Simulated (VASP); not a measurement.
Runs of VASP 6.6.1 on Os. The structure is that of space group P6_3/mmc (No. 194), or close to it. The cells are those of the table. 

| cell | further INCAR settings | gap on the mesh (eV) | pressure (GPa) | largest force (eV/Å) |
| --- | --- | --- | --- | --- |
| a = 2.734, b = 2.755, c = 4.320 Å, angles 90.0, 90.0, 119.8°, 2 atoms | ALGO = Fast; EDIFF = 1e-06; NBANDS = 15 | none | 4.5 | 0.02 |
| a = 2.734, b = 2.744, c = 4.320 Å, angles 90.0, 90.0, 119.9°, 2 atoms | ALGO = Fast; EDIFF = 1e-07; NBANDS = 15 | none | 6.6 | 0.01 |
| a = 2.734, b = 2.693, c = 4.320 Å, angles 90.0, 90.0, 120.5°, 2 atoms | ALGO = Fast; EDIFF = 1e-06; NBANDS = 15 | none | 18.2 | 0.06 |
| a = 2.734, b = 2.765, c = 4.320 Å, angles 90.0, 90.0, 119.6°, 2 atoms | ALGO = Fast; EDIFF = 1e-06; NBANDS = 15 | none | 2.5 | 0.04 |
| a = 2.734, b = 2.714, c = 4.320 Å, angles 90.0, 90.0, 120.2°, 2 atoms | ALGO = Fast; EDIFF = 1e-06; NBANDS = 15 | none | (b) | 0.03 |
| a = 2.734, b = 2.703, c = 4.320 Å, angles 90.0, 90.0, 120.4°, 2 atoms | ALGO = Fast; EDIFF = 1e-06; NBANDS = 15 | none | (a) | 0.05 |
| a = 2.734, b = 2.724, c = 4.320 Å, angles 90.0, 90.0, 120.1°, 2 atoms | ALGO = Fast; EDIFF = 1e-07; NBANDS = 15 | none | 11.0 | 0.01 |

Alike in all rows: task single point; level PBE; potentials or basis VASP PAW PBE potentials, release 64 (Os); no spin polarisation; k mesh 18 × 18 × 12; cutoff (eV) 520; smearing gaussian 0.15 eV.

Q: Estimate the missing entries.

A: (a) 15.7; (b) 13.2.

Caveats: spin-orbit coupling is left out, which moves the levels of the heavy elements; the cell stands under pressure (at least some runs).

A k mesh can miss the band edges, and the runs leave out spin-orbit coupling on Os.

A gap of «none» marks levels without a gap at the run's occupations.
